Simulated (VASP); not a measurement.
# KF (R-3m) in VASP: further runs

KF is run at these levels: PBE; tasks: single point.

Everything below comes from runs of VASP 6.6.1. Logs are shortened: lines on timing, memory, paths and dates and some standing lists are left out, and cuts for length are marked.

## 1. The cell of the first run

The structure is trigonal, space group R-3m (No. 166). The conventional cell has a = 3.936 Å, b = 3.936 Å, c = 9.189 Å, α = 90.00°, β = 90.00°, γ = 120.00°. K (site symmetry -3m) has 6 F at 2.74 Å within 3.6 Å. Within 3.6 Å of F (site symmetry -3m) lie 6 K at 2.74 Å.

## 2. Single point, PBE (20.55 Å³/atom)

File INCAR:

```
PREC = Accurate
ENCUT = 520
EDIFF = 1E-6
ISMEAR = 0
SIGMA = 0.05
LREAL = F
LASPH = T
NELM = 80
ALGO = Normal
ISIF = 2
LWAVE = F
LCHARG = F
GGA = PE
NBANDS = 15
```

File KPOINTS:

```
regular mesh
0
Gamma
  8 8 8
```

File POSCAR:

```
KF
1.0
   -0.0872154975      2.6962578267      2.6962578267
    2.6962578267     -0.0872154975      2.6962578267
    2.6962578267      2.6962578267     -0.0872154975
K F
1 1
Direct
    0.0000000000      0.0000000000      0.0000000000
    0.5000000000      0.5000000000      0.5000000000
```

Potentials or basis: VASP PAW PBE potentials, release 64 (K_sv, F).

Run with:

```
cat potpaw_PBE.64/K_sv/POTCAR potpaw_PBE.64/F/POTCAR > POTCAR
mpirun -np 1 vasp_std > vasp.out
```

OUTCAR:

```text
PREC = Accurate
   ENCUT = 520
   EDIFF = 1E-6
   ISMEAR = 0
   LREAL = F
   LASPH = T
   NELM = 80
   ISIF = 2
   GGA = PE

 ion  position               nearest neighbor table
   1  0.000  0.000  0.000-   2 2.74   2 2.74   2 2.74   2 2.74   2 2.74   2 2.74
   2  0.500  0.500  0.500-   1 2.74   1 2.74   1 2.74   1 2.74   1 2.74   1 2.74

  LATTYP: Found a trigonal (rhomboedric) cell.
 ALAT       =     3.8140816823
 COS(alpha) =     0.4674086020

  Lattice vectors:

 A1 = (  -0.0872154975,   2.6962578267,   2.6962578267)
 A2 = (   2.6962578267,  -0.0872154975,   2.6962578267)
 A3 = (   2.6962578267,   2.6962578267,  -0.0872154975)

Analysis of symmetry for initial positions (statically):
=====================================================================
 Subroutine PRICEL returns:
 Original cell was already a primitive cell.

 Routine SETGRP: Setting up the symmetry group for a
 trigonal (rhombohedral) supercell.

 Subroutine GETGRP returns: Found 12 space group operations
 (whereof 12 operations were pure point group operations)
 out of a pool of 12 trial point group operations.

The static configuration has the point symmetry D_3d.

Analysis of symmetry for dynamics (positions and initial velocities):
=====================================================================
 Subroutine PRICEL returns:
 Original cell was already a primitive cell.

 Routine SETGRP: Setting up the symmetry group for a
 trigonal (rhombohedral) supercell.

 Subroutine GETGRP returns: Found 12 space group operations
 (whereof 12 operations were pure point group operations)
 out of a pool of 12 trial point group operations.

The dynamic configuration has the point symmetry D_3d.

 Subroutine INISYM returns: Found 12 space group operations
 (whereof 12 operations are pure point group operations),
 and found     1 'primitive' translations

----------------------------------------------------------------------------------------

                                     Primitive cell

  volume of cell :      41.1040

  direct lattice vectors                    reciprocal lattice vectors
    -0.087215498  2.696257827  2.696257827    -0.176678662  0.182584706  0.182584706
     2.696257827 -0.087215498  2.696257827     0.182584706 -0.176678662  0.182584706
     2.696257827  2.696257827 -0.087215498     0.182584706  0.182584706 -0.176678662

  length of vectors
     3.814081682  3.814081682  3.814081682     0.312873295  0.312873295  0.312873295

  position of ions in fractional coordinates (direct lattice)
     0.000000000  0.000000000  0.000000000
     0.500000000  0.500000000  0.500000000

  ion indices of the primitive-cell ions
   primitive index   ion index
                 1           1
                 2           2

----------------------------------------------------------------------------------------

 KPOINTS: regular mesh

Automatic generation of k-mesh.
 Grid dimensions read from file:
 generate k-points for:    8    8    8

 Generating k-lattice:

  Cartesian coordinates                     Fractional coordinates (reciprocal lattice)
    -0.022084833  0.022823088  0.022823088     0.125000000  0.000000000 -0.000000000
     0.022823088 -0.022084833  0.022823088     0.000000000  0.125000000 -0.000000000
     0.022823088  0.022823088 -0.022084833     0.000000000  0.000000000  0.125000000

  Length of vectors
     0.039109162  0.039109162  0.039109162

  Shift w.r.t. Gamma in fractional coordinates (k-lattice)
     0.000000000  0.000000000  0.000000000

 Subroutine IBZKPT returns following result:
 ===========================================

 Found     65 irreducible k-points:

 Following reciprocal coordinates:
            Coordinates               Weight
  0.000000  0.000000  0.000000      1.000000
  0.125000  0.000000  0.000000      6.000000
  0.250000  0.000000  0.000000      6.000000
  0.375000 -0.000000 -0.000000      6.000000
  0.500000  0.000000  0.000000      3.000000
  0.125000  0.125000 -0.000000      6.000000
[... 16 lines left out ...]
  0.250000  0.125000  0.125000      6.000000
  0.375000  0.125000  0.125000      6.000000
 [... further k-points ...]
   k-points           NKPTS =     65   k-points in BZ     NKDIM =     65   number of bands    NBANDS=     15
   number of dos      NEDOS =    301   number of ions     NIONS =      2
   total plane-waves  NPLWV =  21952
   dimension x,y,z NGX =    28 NGY =   28 NGZ =   28
   dimension x,y,z NGXF=    56 NGYF=   56 NGZF=   56
   ions per type =               1   1
   NGX,Y,Z   is equivalent  to a cutoff of  12.20, 12.20, 12.20 a.u.
   NGXF,Y,Z  is equivalent  to a cutoff of  24.41, 24.41, 24.41 a.u.
 SYSTEM =  unknown system
   PREC   = accura    normal or accurate (medium, high low for compatibility)
   ISTART =      0    job   : 0-new  1-cont  2-samecut
   ICHARG =      2    charge: 1-file 2-atom 10-const
   ISPIN  =      1    spin polarized calculation?
   LNONCOLLINEAR =      F non collinear calculations
   LSORBIT =      F    spin-orbit coupling
   LASPH  =      T    aspherical Exc in radial PAW
   ENCUT  =  520.0 eV  38.22 Ry    6.18 a.u.   7.09  7.09  7.09*2*pi/ulx,y,z
   NELM   =     80;   NELMIN=  2; NELMDL= -5     # of ELM steps
   EDIFF  = 0.1E-05   stopping-criterion for ELM
   LREAL  =      F    real-space projection
   EDIFFG = 0.1E-04   stopping-criterion for IOM
   NSW    =      0    number of steps for IOM
   IBRION =     -1    ionic relax: 0-MD 1-quasi-New 2-CG
   NFREE  =      0    steps in history (QN), initial steepest desc. (CG)
   ISIF   =      2    stress and relaxation
   ISYM   =      2    0-nonsym 1-usesym 2-fastsym
   POTIM  = 0.5000    time-step for ionic-motion
   TEBEG  =    0.0;   TEEND  =   0.0 temperature during run
   PSTRESS=    0.0 pullay stress
   NELECT =      16.0000    total number of electrons
   NUPDOWN=      -1.0000    fix difference up-down
   EMIN   =  10.00;   EMAX   =-10.00  energy-range for DOS
   EFERMI =   0.00;   METHOD = LEGACY
   ISMEAR =     0;   SIGMA  =   0.05  broadening in eV -4-tet -1-fermi 0-gaus
   EFERMI_NEDOS =   21; number of points for ismear=-14 and -15
   IALGO  =     38    algorithm
   IMIX   =      4    mixing-type and parameters
     AMIX     =   0.40;   BMIX     =  1.00
     AMIX_MAG =   1.60;   BMIX_MAG =  1.00
  volume/ion in A,a.u.               =      20.55       138.69
  Fermi-wavevector in a.u.,A,eV,Ry     =   1.195327  2.258841 19.440100  1.428807
  Thomas-Fermi vector in A             =   2.331295
   LORBIT       =      0    0 simple, 1 ext, 2 COOP (PROOUT), +10 PAW based schemes
   GGA     = PE    functional components
   LHFCALC =     F    Hartree Fock is set to
   AEXX    =    0.0000 exact exchange contribution
   IVDW    =     0    specifies the selected vdW correction
   LEPSILON=     F    determine dielectric tensor
   LRPA    =     F    only Hartree local field effects (RPA)
 non-spin polarized calculation
 Gauss-broadening in eV      SIGMA  =   0.05
  energy-cutoff  :      520.00
  volume of cell :       41.10
 maximum number of plane-waves:      1139
   NGX = 15   NGY = 15   NGZ = 15

 number of electron      15.9999997 magnetization

 Free energy of the ion-electron system (eV)
  ---------------------------------------------------
  ext. energy  EPLUGINS =         0.00000000
  ---------------------------------------------------
  free energy    TOTEN  =        -8.29220870 eV

  energy without entropy =       -8.29220870  energy(sigma->0) =       -8.29220870

 E-fermi :  -2.6522     XC(G=0):  -8.0733

 val. band max:       -2.9530533173   @ k =   0.0000   0.0000   0.0000
 cond. band min:       2.7974104436   @ k =   0.0000   0.0000   0.0000
 fundamental gap:      5.7504637610
 Fermi energy:        -2.6522192000

 k-point     1 :       0.0000    0.0000    0.0000
  band No.  band energies     occupation
      1     -29.3529      2.00000
      2     -21.6017      2.00000
      3     -12.6526      2.00000
      4     -12.6526      2.00000
      5     -12.6437      2.00000
      6      -2.9982      2.00000
      7      -2.9982      2.00000
      8      -2.9531      2.00000
      9       2.7974      0.00000
     10       7.3124      0.00000
     11       7.3124      0.00000
     12       7.7871      0.00000
     13       9.0645      0.00000
     14       9.0645      0.00000
     15      13.4513      0.00000

 k-point     2 :       0.1250    0.0000    0.0000
  band No.  band energies     occupation
      1     -29.3437      2.00000
      2     -21.6102      2.00000
      3     -12.6844      2.00000
      4     -12.6552      2.00000
      5     -12.6504      2.00000
      6      -3.1186      2.00000
      7      -3.0421      2.00000
      8      -2.9974      2.00000
      9       3.1940      0.00000
     10       7.1380      0.00000
     11       7.4887      0.00000
     12       7.9359      0.00000
     13       9.1872      0.00000
     14       9.1940      0.00000
     15      14.1058      0.00000

 k-point     3 :       0.2500    0.0000    0.0000
  band No.  band energies     occupation
      1     -29.3213      2.00000
      2     -21.6303      2.00000
      3     -12.7643      2.00000
      4     -12.6625      2.00000
      5     -12.6614      2.00000
      6      -3.3832      2.00000
      7      -3.1461      2.00000
      8      -3.0930      2.00000
      9       4.1992      0.00000
     10       6.8303      0.00000
     11       7.9237      0.00000
     12       8.3770      0.00000
     13       9.5732      0.00000
     14       9.6110      0.00000
     15      14.7946      0.00000

 k-point     4 :       0.3750   -0.0000   -0.0000
  band No.  band energies     occupation
      1     -29.2987      2.00000
      2     -21.6508      2.00000
      3     -12.8434      2.00000
      4     -12.6744      2.00000
      5     -12.6675      2.00000
      6      -3.6135      2.00000
      7      -3.2475      2.00000
      8      -3.1851      2.00000
      9       5.2991      0.00000
     10       6.8013      0.00000
     11       8.3394      0.00000
     12       8.7811      0.00000
     13      10.2443      0.00000
     14      10.3466      0.00000
     15      13.2053      0.00000
[... 307 lines left out ...]
 k-point    22 :       0.1250    0.1250    0.1250
  band No.  band energies     occupation
      1     -29.3419      2.00000
      2     -21.6084      2.00000
      3     -12.6864      2.00000
      4     -12.6592      2.00000
      5     -12.6592      2.00000
      6      -3.0846      2.00000
      7      -3.0475      2.00000
      8      -3.0475      2.00000
      9       3.2331      0.00000
     10       7.4444      0.00000
     11       7.5403      0.00000
     12       7.5403      0.00000
     13       9.1600      0.00000
     14       9.1600      0.00000
     15      14.2650      0.00000

 k-point    23 :       0.2500    0.1250    0.1250
  band No.  band energies     occupation
      1     -29.3276      2.00000
      2     -21.6184      2.00000
      3     -12.7313      2.00000
      4     -12.6985      2.00000
      5     -12.6503      2.00000
      6      -3.2842      2.00000
      7      -3.1392      2.00000
      8      -3.0195      2.00000
      9       3.8306      0.00000
     10       6.9309      0.00000
     11       7.7520      0.00000
     12       8.1803      0.00000
     13       9.3109      0.00000
     14       9.3743      0.00000
     15      15.0938      0.00000

 k-point    24 :       0.3750    0.1250    0.1250
  band No.  band energies     occupation
      1     -29.3054      2.00000
      2     -21.6352      2.00000
      3     -12.8090      2.00000
      4     -12.7319      2.00000
      5     -12.6567      2.00000
      6      -3.4958      2.00000
      7      -3.2373      2.00000
      8      -3.0756      2.00000
      9       4.8642      0.00000
     10       6.6297      0.00000
     11       8.2230      0.00000
     12       8.6062      0.00000
     13       9.6539      0.00000
     14      10.0699      0.00000
     15      14.2303      0.00000

 [... further k-points ...]

------------------------ aborting loop because EDIFF is reached ----------------------------------------

  FORCE on cell =-STRESS in cart. coord.  units (eV):
  Direction    XX          YY          ZZ          XY          YZ          ZX
  --------------------------------------------------------------------------------------
  -------------------------------------------------------------------------------------
  Total       -0.2275017     -0.2275017     -0.2275017      0.1023952      0.1023952      0.1023952
  in kB       -8.8677029     -8.8677029     -8.8677029      3.9912238      3.9912238      3.9912238
  external PRESSURE =      -8.8677029 kB  Pullay stress =       0.0000000 kB

 VOLUME and BASIS-vectors are now :
 -----------------------------------------------------------------------------
  energy-cutoff  :      520.00
  volume of cell :       41.10
      direct lattice vectors                 reciprocal lattice vectors
    -0.087215498  2.696257827  2.696257827    -0.176678662  0.182584706  0.182584706
     2.696257827 -0.087215498  2.696257827     0.182584706 -0.176678662  0.182584706
     2.696257827  2.696257827 -0.087215498     0.182584706  0.182584706 -0.176678662

 POSITION                                       TOTAL-FORCE (eV/Angst)
 -----------------------------------------------------------------------------------
      0.00000      0.00000      0.00000         0.000000     -0.000000     -0.000000
      2.65265      2.65265      2.65265        -0.000000      0.000000      0.000000
 -----------------------------------------------------------------------------------
    total drift:                                0.000000      0.000000      0.000000

  FREE ENERGIE OF THE ION-ELECTRON SYSTEM (eV)
  ---------------------------------------------------
  free  energy   TOTEN  =        -8.2922086957 eV

  energy  without entropy=       -8.2922086957  energy(sigma->0) =       -8.29220870
```

It took 40 s on 1 thread of Intel Xeon Platinum 8259CL at 2.50GHz (Skylake/Cascade Lake), shared host; peak memory 0.18 GiB.

What came out:

| Property | Result |
| --- | --- |
| Free energy | -8.2922 eV |
| Pressure | -0.9 GPa |
| Band gap on the k mesh | 5.75 eV |

A k mesh can miss the band edges.

## 3. Single point, PBE (18.32 Å³/atom)

This run uses another cell than the first one, of 18.32 Å³/atom.

File INCAR:

```
SYSTEM = KF
ALGO = Normal
EDIFF = 1E-7
ENCUT = 520
GGA = PE
ISIF = 2
ISMEAR = 0
LASPH = .True.
LCHARG = .False.
LREAL = .False.
LWAVE = .False.
NBANDS = 15
NELM = 100
PREC = Accurate
SIGMA = 0.05
```

File KPOINTS:

```
k-points
0
Gamma
  8 8 8
  0 0 0
```

File POSCAR:

```
KF
1.0
   -0.0839380142      2.5949347779      2.5949347779
    2.5949347779     -0.0839380142      2.5949347779
    2.5949347779      2.5949347779     -0.0839380142
K F
1 1
Direct
    0.0000000000      0.0000000000      0.0000000000
    0.5000000000      0.5000000000      0.5000000000
```

Potentials or basis: VASP PAW PBE potentials, release 64 (K_sv, F).

Run with:

```
cat potpaw_PBE.64/K_sv/POTCAR potpaw_PBE.64/F/POTCAR > POTCAR
mpirun -np 1 vasp_std > vasp.out
```

OUTCAR:

```text
SYSTEM = KF
   EDIFF = 1E-7
   ENCUT = 520
   GGA = PE
   ISIF = 2
   ISMEAR = 0
   LASPH = .True.
   LREAL = .False.
   NELM = 100
   PREC = Accurate

 ion  position               nearest neighbor table
   1  0.000  0.000  0.000-   2 2.64   2 2.64   2 2.64   2 2.64   2 2.64   2 2.64
   2  0.500  0.500  0.500-   1 2.64   1 2.64   1 2.64   1 2.64   1 2.64   1 2.64

  LATTYP: Found a trigonal (rhomboedric) cell.
 ALAT       =     3.6707517750
 COS(alpha) =     0.4674086020

  Lattice vectors:
[... 619 lines left out ...]

------------------------ aborting loop because EDIFF is reached ----------------------------------------

  FORCE on cell =-STRESS in cart. coord.  units (eV):
  Direction    XX          YY          ZZ          XY          YZ          ZX
  --------------------------------------------------------------------------------------
  -------------------------------------------------------------------------------------
  Total        0.6813072      0.6813072      0.6813072      0.0806026      0.0806026      0.0806026
  in kB       29.7902675     29.7902675     29.7902675      3.5243606      3.5243606      3.5243606
  external PRESSURE =      29.7902675 kB  Pullay stress =       0.0000000 kB

 VOLUME and BASIS-vectors are now :
 -----------------------------------------------------------------------------
  energy-cutoff  :      520.00
  volume of cell :       36.64
      direct lattice vectors                 reciprocal lattice vectors
    -0.083938014  2.594934778  2.594934778    -0.183577341  0.189713994  0.189713994
     2.594934778 -0.083938014  2.594934778     0.189713994 -0.183577341  0.189713994
     2.594934778  2.594934778 -0.083938014     0.189713994  0.189713994 -0.183577341

 POSITION                                       TOTAL-FORCE (eV/Angst)
 -----------------------------------------------------------------------------------
      0.00000      0.00000      0.00000         0.000000      0.000000      0.000000
      2.55297      2.55297      2.55297        -0.000000     -0.000000     -0.000000
 -----------------------------------------------------------------------------------
    total drift:                                0.000000      0.000000      0.000000

  FREE ENERGIE OF THE ION-ELECTRON SYSTEM (eV)
  ---------------------------------------------------
  free  energy   TOTEN  =        -8.2635956418 eV

  energy  without entropy=       -8.2635956418  energy(sigma->0) =       -8.26359564
```

stdout:

```text
POSCAR found type information on POSCAR K F
 POSCAR found :  2 types and       2 ions
 scaLAPACK will be used
 LDA part: xc-table for (Slater+PW92), standard interpolation
 POSCAR, INCAR and KPOINTS ok, starting setup
 FFT: planning ... GRIDC
 FFT: planning ... GRID_SOFT
 FFT: planning ... GRID
 WAVECAR not read
 entering main loop
```

Run time: 22 s. Hardware: 1 thread of AMD EPYC 9R45 (Zen 5), shared host; peak memory 0.14 GiB.

Results:

```yaml
Free_energy: -8.2636 eV
Pressure: 3.0 GPa
Band_gap_on_the_k_mesh: 6.34 eV
```

Levels at points of the mesh, in eV from the valence-band top:
```
           k point  band 4  band 5  band 6  band 7  band 8  band 9  band 10  band 11  band 12  band 13
(0.00, 0.00, 0.00)   -9.30   -9.28   -0.04   -0.04    0.00    6.34    10.58    10.58    11.10    12.50
(0.50, 0.00, 0.00)   -9.32   -9.32   -0.87   -0.43   -0.35    9.16    10.83    11.97    12.44    14.43
(0.50, 0.50, 0.00)   -9.55   -9.50   -0.23   -0.10   -0.06    8.20    10.48    12.11    13.76    14.38
(0.50, 0.50, 0.50)   -9.35   -9.35   -0.87   -0.47   -0.47    9.30    11.03    12.28    12.28    14.57
```

A k mesh can miss the band edges. Expect the measured gap to be larger: semilocal functionals such as PBE lack the derivative discontinuity.

## 4. Single point, PBE (18.32 Å³/atom)

This run uses another cell than the first one, of 18.32 Å³/atom.

File INCAR:

```
PREC = Accurate
ENCUT = 520
EDIFF = 1E-6
ISMEAR = 0
SIGMA = 0.05
LREAL = False
LASPH = True
NELM = 80
ALGO = Normal
ISIF = 2
LWAVE = False
LCHARG = False
GGA = PE
NBANDS = 15
```

File KPOINTS:

```
Automatic mesh
0
Gamma
  8 8 8
```

File POSCAR:

```
KF
1.0
   -0.0280937155      2.6222568002      2.6222568002
    2.6222568002     -0.0280937155      2.6222568002
    2.6222568002      2.6222568002     -0.0280937155
K F
1 1
Direct
    0.0000000000      0.0000000000      0.0000000000
    0.5000000000      0.5000000000      0.5000000000
```

Run with:

```
cat potpaw_PBE.64/K_sv/POTCAR potpaw_PBE.64/F/POTCAR > POTCAR
mpirun -np 1 vasp_std > vasp.out
```

Wall time 22 s (1 thread of AMD EPYC 9R45 (Zen 5), shared host); peak memory 0.15 GiB.

It converged, with:

```
Free energy            : -8.2672 eV
Pressure               : 3.0 GPa
Band gap on the k mesh : 6.37 eV
```

Stress tensor (GPa, compression positive):
```
3.02 0.13 0.13
0.13 3.02 0.13
0.13 0.13 3.02
```

Levels at points of the mesh, in eV from the valence-band top:
```
           k point  band 5  band 6  band 7  band 8  band 9  band 10  band 11  band 12
(0.00, 0.00, 0.00)   -9.25   -0.01   -0.01    0.00    6.37    10.72    10.72    10.89
(0.50, 0.00, 0.00)   -9.29   -0.85   -0.40   -0.37    9.21    10.89    12.17    12.32
(0.50, 0.50, 0.00)   -9.49   -0.20   -0.06   -0.05    8.22    10.52    12.13    13.81
(0.50, 0.50, 0.50)   -9.31   -0.85   -0.41   -0.41    9.26    10.95    12.27    12.27
```

Caveat: the cell stands under pressure. A k mesh can miss the band edges.

## 5. Summary

```tsv
cell	gap on the mesh (eV)	pressure (GPa)
a = 3.814 Å, angles 62.1°, 2 atoms	5.75	-0.9
a = 3.671 Å, angles 62.1°, 2 atoms	6.34	3.0
a = 3.709 Å, angles 60.7°, 2 atoms	6.37	3.0
```

Alike in all rows: task single point; level PBE; potentials or basis VASP PAW PBE potentials, release 64 (K_sv, F); no spin polarisation; k mesh 8 × 8 × 8; cutoff (eV) 520; smearing gaussian 0.05 eV.

Caveats: the cell stands under pressure (at least some runs).

Absolute energies hang on the potentials; compare differences alone.
